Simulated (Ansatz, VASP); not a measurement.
**Rh: VASP beside Ansatz**

```
Rh
1.0
     2.67543    0.00000    0.00000
    -1.33772    2.31699    0.00000
     0.00000    0.00000    8.72714
Rh
4
Direct
  0.00000 0.00000 0.00000
  0.33333 0.66667 0.25000
  0.00000 0.00000 0.50000
  0.66667 0.33333 0.75000
```

Alike in both runs: functional PBEsol; k mesh 18 × 18 × 6; occupations gaussian, width 0.1 eV; no spin polarisation.

Ansatz relaxed the structure, and its values are those at the end. VASP's run is a single point on that final structure, the one shown.

|  | VASP | Ansatz |
| --- | --- | --- |
| version | VASP 6.6.1 | Ansatz 0.2.0 |
| potentials or method | VASP PAW PBE potentials, release 64 (Rh_pv), cutoff 520 eV | scalar-relativistic, plane waves, PAW |
| valence electrons in the cell | 60 | 68 |

|  | VASP | Ansatz | Ansatz less VASP |
| --- | --- | --- | --- |
| gap on the k mesh at the Fermi level (eV) | none | none | - |
| pressure (GPa) | -0.1 | 0.0 | +0.08 |

VASP's potentials were made for PBE, not for PBEsol. A gap of «none» marks a metal or a gap that the smearing closes. The functional is the same, so the differences come from potentials, cutoffs and numerics. VASP's potentials hold 60 valence electrons a cell and Ansatz's 68, so a difference there can come from the potentials and not from the codes.
